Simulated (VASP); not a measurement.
# BiC (P-6m2) in VASP: relaxation of cell and atoms with PBE

Aim: the relaxation of cell and atoms of BiC with PBE.

All numbers are computed with VASP 6.6.1; they aren't measurements. Logs are shortened: lines on timing, memory, paths and dates and some standing lists are left out, and cuts for length are marked.

### Step 1. The cell of the first run

The structure is hexagonal, space group P-6m2 (No. 187). The conventional cell has a = 3.448 Å, b = 3.448 Å, c = 3.363 Å, α = 90.00°, β = 90.00°, γ = 120.00°. Bi (site symmetry -6m2) has 6 C at 2.61 Å and 8 Bi at 3.36 to 3.45 Å within 3.5 Å. C (site symmetry -6m2) has 6 Bi at 2.61 Å and 8 C at 3.36 to 3.45 Å within 3.5 Å.

### Step 2. Relaxation of cell and atoms, PBE

File INCAR:

```
ALGO     = Normal         # electronic algorithm
EDIFF    = 1E-6           # SCF threshold, eV
EDIFFG   = -0.01          # ionic threshold
ENCUT    = 600            # plane-wave cutoff, eV
GGA      = PE             # functional
IBRION   = 2              # ionic algorithm
ISIF     = 3              # what is computed and relaxed
ISMEAR   = 0              # smearing method
LASPH    = True           # aspherical terms in the spheres
LCHARG   = False          # write CHGCAR
LREAL    = False          # projectors in reciprocal space
LWAVE    = False          # write WAVECAR
NELM     = 80             # most SCF steps
NSW      = 100            # ionic steps
PREC     = Accurate       # precision mode
SIGMA    = 0.1            # smearing width, eV
```

File KPOINTS:

```
k-points
0
Gamma
  18 18 16
```

File POSCAR:

```
BiC
1.0
    3.4479211273      0.0000000000      0.0000000000
   -1.7239605637      2.9859872865      0.0000000000
    0.0000000000      0.0000000000      3.3629250267
Bi C
1 1
Direct
    0.0000000000      0.0000000000      0.0000000000
    0.6666666667      0.3333333333      0.5000000000
```

Potentials or basis: VASP PAW PBE potentials, release 64 (Bi_d, C).

The run is started by

```console
$ cat potpaw_PBE.64/Bi_d/POTCAR potpaw_PBE.64/C/POTCAR > POTCAR
$ mpirun -np 1 vasp_std > vasp.out
```

OUTCAR:

```text
EDIFF = 1E-6
   EDIFFG = -0.01
   ENCUT = 600
   GGA = PE
   IBRION = 2
   ISIF = 3
   ISMEAR = 0
   LASPH = True
   LREAL = False
   NELM = 80
   NSW = 100
   PREC = Accurate

 ion  position               nearest neighbor table
   1  0.000  0.000  0.000-   2 2.61   2 2.61   2 2.61   2 2.61   2 2.61   2 2.61
   2  0.667  0.333  0.500-   1 2.61   1 2.61   1 2.61   1 2.61   1 2.61   1 2.61

  LATTYP: Found a hexagonal cell.
 ALAT       =     3.4479211273
 C/A-ratio  =     0.9753485949

  Lattice vectors:

 A1 = (   3.4479211273,   0.0000000000,   0.0000000000)
 A2 = (  -1.7239605637,   2.9859872865,   0.0000000000)
 A3 = (   0.0000000000,   0.0000000000,   3.3629250267)

Analysis of symmetry for initial positions (statically):
=====================================================================
 Subroutine PRICEL returns:
 Original cell was already a primitive cell.

 Routine SETGRP: Setting up the symmetry group for a
 hexagonal supercell.

 Subroutine GETGRP returns: Found 12 space group operations
 (whereof 12 operations were pure point group operations)
 out of a pool of 24 trial point group operations.

The static configuration has the point symmetry D_3h.

Analysis of symmetry for dynamics (positions and initial velocities):
=====================================================================
 Subroutine PRICEL returns:
 Original cell was already a primitive cell.

 Routine SETGRP: Setting up the symmetry group for a
 hexagonal supercell.

 Subroutine GETGRP returns: Found 12 space group operations
 (whereof 12 operations were pure point group operations)
 out of a pool of 24 trial point group operations.

The dynamic configuration has the point symmetry D_3h.

 Subroutine INISYM returns: Found 12 space group operations
 (whereof 12 operations are pure point group operations),
 and found     1 'primitive' translations

----------------------------------------------------------------------------------------

                                     Primitive cell

  volume of cell :      34.6228

  direct lattice vectors                    reciprocal lattice vectors
     3.447921127  0.000000000  0.000000000     0.290029836  0.167448804  0.000000000
    -1.723960564  2.985987286  0.000000000     0.000000000  0.334897608  0.000000000
     0.000000000  0.000000000  3.362925027     0.000000000  0.000000000  0.297360183

  length of vectors
     3.447921127  3.447921127  3.362925027     0.334897608  0.334897608  0.297360183

  position of ions in fractional coordinates (direct lattice)
     0.000000000  0.000000000  0.000000000
     0.666666667  0.333333333  0.500000000

  ion indices of the primitive-cell ions
   primitive index   ion index
                 1           1
                 2           2

----------------------------------------------------------------------------------------

 KPOINTS: k-points

Automatic generation of k-mesh.
 Grid dimensions read from file:
 generate k-points for:   18   18   16

 Generating k-lattice:

  Cartesian coordinates                     Fractional coordinates (reciprocal lattice)
     0.016112769  0.009302711  0.000000000     0.055555556  0.000000000  0.000000000
     0.000000000  0.018605423  0.000000000     0.000000000  0.055555556  0.000000000
     0.000000000  0.000000000  0.018585011     0.000000000  0.000000000  0.062500000

  Length of vectors
     0.018605423  0.018605423  0.018585011

  Shift w.r.t. Gamma in fractional coordinates (k-lattice)
     0.000000000  0.000000000  0.000000000

 Subroutine IBZKPT returns following result:
 ===========================================

 Found    333 irreducible k-points:

 Following reciprocal coordinates:
            Coordinates               Weight
  0.000000  0.000000  0.000000      1.000000
  0.055556  0.000000  0.000000      6.000000
  0.111111  0.000000  0.000000      6.000000
  0.166667  0.000000  0.000000      6.000000
  0.222222  0.000000  0.000000      6.000000
  0.277778  0.000000  0.000000      6.000000
[... 16 lines left out ...]
  0.333333  0.111111  0.000000     12.000000
  0.388889  0.111111  0.000000     12.000000
 [... further k-points ...]
   k-points           NKPTS =    333   k-points in BZ     NKDIM =    333   number of bands    NBANDS=     13
   number of dos      NEDOS =    301   number of ions     NIONS =      2
   total plane-waves  NPLWV =  21952
   dimension x,y,z NGX =    28 NGY =   28 NGZ =   28
   dimension x,y,z NGXF=    56 NGYF=   56 NGZF=   56
   ions per type =               1   1
   NGX,Y,Z   is equivalent  to a cutoff of  13.50, 13.50, 13.84 a.u.
   NGXF,Y,Z  is equivalent  to a cutoff of  27.00, 27.00, 27.68 a.u.
 SYSTEM =  unknown system
   PREC   = accura    normal or accurate (medium, high low for compatibility)
   ISTART =      0    job   : 0-new  1-cont  2-samecut
   ICHARG =      2    charge: 1-file 2-atom 10-const
   ISPIN  =      1    spin polarized calculation?
   LNONCOLLINEAR =      F non collinear calculations
   LSORBIT =      F    spin-orbit coupling
   LASPH  =      T    aspherical Exc in radial PAW
   ENCUT  =  600.0 eV  44.10 Ry    6.64 a.u.   6.89  6.89  6.72*2*pi/ulx,y,z
   NELM   =     80;   NELMIN=  2; NELMDL= -5     # of ELM steps
   EDIFF  = 0.1E-05   stopping-criterion for ELM
   LREAL  =      F    real-space projection
   EDIFFG = -.1E-01   stopping-criterion for IOM
   NSW    =    100    number of steps for IOM
   IBRION =      2    ionic relax: 0-MD 1-quasi-New 2-CG
   NFREE  =      1    steps in history (QN), initial steepest desc. (CG)
   ISIF   =      3    stress and relaxation
   ISYM   =      2    0-nonsym 1-usesym 2-fastsym
   POTIM  = 0.5000    time-step for ionic-motion
   TEBEG  =    0.0;   TEEND  =   0.0 temperature during run
   PSTRESS=    0.0 pullay stress
   NELECT =      19.0000    total number of electrons
   NUPDOWN=      -1.0000    fix difference up-down
   EMIN   =  10.00;   EMAX   =-10.00  energy-range for DOS
   EFERMI =   0.00;   METHOD = LEGACY
   ISMEAR =     0;   SIGMA  =   0.10  broadening in eV -4-tet -1-fermi 0-gaus
   EFERMI_NEDOS =   21; number of points for ismear=-14 and -15
   IALGO  =     38    algorithm
   IMIX   =      4    mixing-type and parameters
     AMIX     =   0.40;   BMIX     =  1.00
     AMIX_MAG =   1.60;   BMIX_MAG =  1.00
  volume/ion in A,a.u.               =      17.31       116.82
  Fermi-wavevector in a.u.,A,eV,Ry     =   1.340310  2.532818 24.441921  1.796431
  Thomas-Fermi vector in A             =   2.468633
   LORBIT       =      0    0 simple, 1 ext, 2 COOP (PROOUT), +10 PAW based schemes
   GGA     = PE    functional components
   LHFCALC =     F    Hartree Fock is set to
   AEXX    =    0.0000 exact exchange contribution
   IVDW    =     0    specifies the selected vdW correction
   LEPSILON=     F    determine dielectric tensor
   LRPA    =     F    only Hartree local field effects (RPA)
 conjugate gradient relaxation of ions
 non-spin polarized calculation
 Gauss-broadening in eV      SIGMA  =   0.10
  energy-cutoff  :      600.00
  volume of cell :       34.62
 maximum number of plane-waves:      1174
 NGX is ok and might be reduce to    28
   NGX = 13   NGY = 13   NGZ = 13

--------------------------------------- Ionic step        1  -------------------------------------------

 number of electron      19.0000006 magnetization

 Free energy of the ion-electron system (eV)
  ---------------------------------------------------
  ext. energy  EPLUGINS =         0.00000000
  ---------------------------------------------------
  free energy    TOTEN  =        -9.22305617 eV

  energy without entropy =       -9.21738708  energy(sigma->0) =       -9.22022163

------------------------ aborting loop because EDIFF is reached ----------------------------------------

  FORCE on cell =-STRESS in cart. coord.  units (eV):
  Direction    XX          YY          ZZ          XY          YZ          ZX
  --------------------------------------------------------------------------------------
  -------------------------------------------------------------------------------------
  Total        1.1069341      1.1069341     -1.1492565     -0.0000000      0.0000000      0.0000000
  in kB       51.2235764     51.2235764    -53.1820539     -0.0000000      0.0000000      0.0000000
  external PRESSURE =      16.4216996 kB  Pullay stress =       0.0000000 kB

 VOLUME and BASIS-vectors are now :
 -----------------------------------------------------------------------------
  energy-cutoff  :      600.00
  volume of cell :       34.62
      direct lattice vectors                 reciprocal lattice vectors
     3.447921127  0.000000000  0.000000000     0.290029836  0.167448804  0.000000000
    -1.723960564  2.985987286  0.000000000     0.000000000  0.334897608  0.000000000
     0.000000000  0.000000000  3.362925027     0.000000000  0.000000000  0.297360183
[... 217 lines left out ...]
 POSITION                                       TOTAL-FORCE (eV/Angst)
 -----------------------------------------------------------------------------------
      0.00000      0.00000     -0.00000         0.000000     -0.000000      0.000000
      1.76795      1.02073      1.63877        -0.000000      0.000000     -0.000000
 -----------------------------------------------------------------------------------
    total drift:                                0.000000     -0.000000      0.000000

  FREE ENERGIE OF THE ION-ELECTRON SYSTEM (eV)
  ---------------------------------------------------
  free  energy   TOTEN  =        -9.2652814744 eV

  energy  without entropy=       -9.2591726957  energy(sigma->0) =       -9.26222709

--------------------------------------- Ionic step        8  -------------------------------------------

 number of electron      18.9999998 magnetization

 Free energy of the ion-electron system (eV)
  ---------------------------------------------------
  ext. energy  EPLUGINS =         0.00000000
  ---------------------------------------------------
  free energy    TOTEN  =        -9.26530145 eV

  energy without entropy =       -9.25919382  energy(sigma->0) =       -9.26224764

 E-fermi :   8.3021     XC(G=0): -11.0751

 val. band max:        8.2998002425   @ k =   0.3333   0.3333   0.0625
 cond. band min:       8.3024957590   @ k =   0.2222   0.0556   0.0625
 fundamental gap:      0.0026955165
 Fermi energy:         8.3021001336

 k-point     1 :       0.0000    0.0000    0.0000
  band No.  band energies     occupation
      1     -14.7941      2.00000
      2     -14.6659      2.00000
      3     -14.6659      2.00000
      4     -14.5025      2.00000
      5     -14.5025      2.00000
      6      -6.6197      2.00000
      7       3.8622      2.00000
      8       6.5888      2.00000
      9       7.5777      2.00000
     10       7.5777      2.00000
     11      12.7064      0.00000
     12      12.7064      0.00000
     13      15.1300      0.00000

 k-point     2 :       0.0556    0.0000    0.0000
  band No.  band energies     occupation
      1     -14.7922      2.00000
      2     -14.6666      2.00000
      3     -14.6618      2.00000
      4     -14.5044      2.00000
      5     -14.5029      2.00000
      6      -6.5730      2.00000
      7       3.7217      2.00000
      8       6.6299      2.00000
      9       7.4921      2.00000
     10       7.5877      2.00000
     11      12.4503      0.00000
[... 339 lines left out ...]
 k-point    24 :       0.3889    0.1111    0.0000
  band No.  band energies     occupation
      1     -14.7510      2.00000
      2     -14.6569      2.00000
      3     -14.5598      2.00000
      4     -14.5432      2.00000
      5     -14.5200      2.00000
      6      -3.8830      2.00000
      7      -1.2153      2.00000
      8       4.5877      2.00000
      9       8.2200      1.75412
     10       8.3837      0.24851
     11      11.4255      0.00000
     12      13.6385      0.00000
     13      14.1814      0.00000

 [... further k-points ...]

------------------------ aborting loop because EDIFF is reached ----------------------------------------

  FORCE on cell =-STRESS in cart. coord.  units (eV):
  Direction    XX          YY          ZZ          XY          YZ          ZX
  --------------------------------------------------------------------------------------
  -------------------------------------------------------------------------------------
  Total        0.0186326      0.0186326      0.0099065     -0.0000000      0.0000000     -0.0000000
  in kB        0.8408251      0.8408251      0.4470459     -0.0000000      0.0000000     -0.0000000
  external PRESSURE =       0.7095654 kB  Pullay stress =       0.0000000 kB

 VOLUME and BASIS-vectors are now :
 -----------------------------------------------------------------------------
  energy-cutoff  :      600.00
  volume of cell :       35.50
      direct lattice vectors                 reciprocal lattice vectors
     3.537464353 -0.000000000 -0.000000000     0.282688361  0.163210201 -0.000000000
    -1.768732177  3.063533995 -0.000000000     0.000000000  0.326420403 -0.000000000
     0.000000000  0.000000000  3.276154132     0.000000000  0.000000000  0.305235944

 POSITION                                       TOTAL-FORCE (eV/Angst)
 -----------------------------------------------------------------------------------
     -1.76873      3.06353     -0.00000        -0.000000      0.000000      0.000000
      1.76873      1.02118      1.63808         0.000000     -0.000000      0.000000
 -----------------------------------------------------------------------------------
    total drift:                                0.000000     -0.000000      0.000000

  FREE ENERGIE OF THE ION-ELECTRON SYSTEM (eV)
  ---------------------------------------------------
  free  energy   TOTEN  =        -9.2653014534 eV

  energy  without entropy=       -9.2591938247  energy(sigma->0) =       -9.26224764

 reached required accuracy - stopping structural energy minimisation
```

It took 8.5 min on 1 thread of AMD EPYC 9R14 (Zen 4), shared host; peak memory 0.29 GiB.

Results:

```yaml
Free_energy: -9.2653 eV
Relaxed_volume: 17.75 Å³/atom
Relaxed_cell: a = 3.537 Å, b = 3.537 Å, c = 3.276 Å, α = 90.00°, β = 90.00°, γ = 120.00°
Space_group_after_relaxing_to_0.1_Å: P-6m2 (No. 187)
Energy_gained_by_relaxing: 21.1 meV/atom
Ionic_steps: 8
Pressure_after_relaxing: 0.1 GPa
Band_gap_on_the_k_mesh: zero (an odd number of electrons rules out a gap without spin polarisation)
```

Step by step:
| step | energy change (eV) | largest force (eV/Å) | pressure (GPa) | volume (Å³) |
| --- | --- | --- | --- | --- |
| 1 | 0.0000 | 0.0000 | 1.64 | 34.62 |
| 2 | -0.0421 | 0.0000 | 0.17 | 35.48 |
| 3 | -0.0422 | 0.0000 | 0.17 | 35.45 |
| 4 | -0.0422 | 0.0000 | 0.22 | 35.43 |
| 5 | -0.0422 | 0.0000 | -0.05 | 35.54 |
| 6 | -0.0422 | 0.0000 | -0.05 | 35.51 |
| 7 | -0.0422 | 0.0000 | 0.03 | 35.49 |
| 8 | -0.0422 | 0.0000 | 0.07 | 35.50 |

Final structure:
```yaml
crystal:
  lattice:
    - [3.53746, 0.00000, 0.00000]
    - [-1.76873, 3.06353, 0.00000]
    - [0.00000, 0.00000, 3.27615]
  atoms:
    - { symbol: Bi, position: [0.00000, 0.00000, 0.00000] }
    - { symbol: C, position: [0.66667, 0.33333, 0.50000] }
```

Levels at points of the mesh, in eV from the Fermi level:
```csv
k point,band 6,band 7,band 8,band 9,band 10,band 11,band 12,band 13
"(0.00, 0.00, 0.00)",-14.92,-4.44,-1.71,-0.72,-0.72,4.40,4.40,6.83
"(0.50, 0.00, 0.00)",-12.09,-9.79,-2.65,-1.28,0.09,3.16,5.27,6.78
"(0.00, 0.00, 0.50)",-11.93,-10.81,0.34,0.34,1.82,1.83,4.98,4.98
"(0.50, 0.00, 0.50)",-9.40,-8.84,-5.18,-4.88,-0.11,2.31,3.37,3.67
```

Caveat: spin-orbit coupling is left out, which moves the levels of the heavy elements.
